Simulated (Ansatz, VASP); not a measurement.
## Two plane-wave programs on GaN

File POSCAR:

```
GaN
1.0
    0.0000000000      2.1352350000      2.1352350000
    2.1352350000      0.0000000000      2.1352350000
    2.1352350000      2.1352350000      0.0000000000
Ga N
1 1
Direct
   -0.0292707828     -0.0292707828      0.0292707828
    0.5000000000      0.5000000000      0.5000000000
```

The input INCAR.step1:

```
SYSTEM = GaN
PREC = Accurate ; ENCUT = 520
ISMEAR = 0 ; SIGMA = 0.05
LREAL = .False. ; LASPH = .True.
NELM = 100 ; NBANDS = 16
GGA = PE ; ALGO = Normal
EDIFF = 1E-4 ; LWAVE = .True.
LCHARG = .False.
```

INCAR.step2

```
SYSTEM = GaN
PREC = Accurate ; ENCUT = 520
EDIFF = 1E-6 ; ISMEAR = 0
SIGMA = 0.05 ; LREAL = .False.
LASPH = .True. ; NELM = 100
ALGO = Normal ; ISIF = 2
LWAVE = .False. ; LCHARG = .True.
METAGGA = R2SCAN ; LMIXTAU = .True.
LELF = .True. ; LVHAR = .True.
NBANDS = 16 ; ISTART = 1
```

File KPOINTS:

```
Automatic mesh
0
Gamma
  12 12 12
  0 0 0
```

Input for Ansatz:

```yaml
crystal:
  lattice:
    - [0.0, 2.135235, 2.135235]
    - [2.135235, 0.0, 2.135235]
    - [2.135235, 2.135235, 0.0]
  atoms:
    - { symbol: Ga, position: [-0.0292707828, -0.0292707828, 0.0292707828] }
    - { symbol: "N", position: [0.5, 0.5, 0.5] }
basis:
  ecutwfc: 500
kpoints:
  mp_grid: { grid: [12, 12, 12] }
hamiltonian:
  xc: r2scan
scf:
  occupations: { method: gaussian, width: 0.05 }
output:
  forces: true
  stress: true
  eigenvalues: true
```

Change from the starting cell: all Ga atoms moved +0.125 Å, as atom 1 towards its neighbour atom 2 (N) at 2.135 Å.

Alike in both runs: task single point; functional r2SCAN; k mesh 12 × 12 × 12; occupations gaussian, width 0.05 eV; no spin polarisation.

|  | VASP | Ansatz |
| --- | --- | --- |
| version | VASP 6.6.1 | Ansatz 0.2.0 |
| potentials or method | VASP PAW PBE potentials, release 64 (Ga_d, N), cutoff 520 eV | scalar-relativistic, plane waves, PAW |
| valence electrons in the cell | 18 | 18 |

Ansatz gave:

```
gap on the k mesh at the Fermi level (eV)                     : 0.91
least direct gap on the mesh (eV)                             : 2.85
pressure (GPa)                                                : -6.7
traceless stress, the component that is largest in VASP (GPa) : 4.54
rms of the force components (eV/Å)                            : 0.173
```

Problem. Which values does VASP return?

Solution. gap on the k mesh at the Fermi level (eV): 0.89; least direct gap on the mesh (eV): 2.87; pressure (GPa): -5.7; traceless stress, the component that is largest in VASP (GPa): 4.68; rms of the force components (eV/Å): 0.202.

VASP's potentials were made for PBE, not for r2SCAN. Atom by atom the forces differ by 0.029 eV/Å (rms over components).
